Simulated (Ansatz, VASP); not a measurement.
## BiTe in VASP and in Ansatz

```
Bi Te
1.0
     0.02022    3.23500    3.23500
     3.23500    0.02022    3.23500
     3.25522    3.25522    0.00000
Bi Te
1 1
Direct
  0.00000 0.00000 0.00000
  0.50000 0.50000 0.50000
```

Change from the starting cell: strain +0.0125 x Voigt [0, 0, 0, 0, 0, 1], atoms carried along.

Alike in both runs: task single point; functional PBE; k mesh 14 × 14 × 14; occupations gaussian, width 0.15 eV; no spin polarisation.

|  | VASP | Ansatz |
| --- | --- | --- |
| version | VASP 6.6.1 | Ansatz 0.2.0 |
| potentials or method | VASP PAW PBE potentials, release 64 (Bi_d, Te), cutoff 520 eV | scalar-relativistic, plane waves, PAW |
| valence electrons in the cell | 21 | 31 |

```tsv
	VASP	Ansatz	Ansatz less VASP
gap on the k mesh at the Fermi level (eV)	none	none	-
pressure (GPa)	0.7	0.8	+0.05
```

A gap of «none» marks a metal or a gap that the smearing closes. VASP's potentials hold 21 valence electrons a cell and Ansatz's 31, so a difference there can come from the potentials and not from the codes.

Spin-orbit coupling is off throughout.
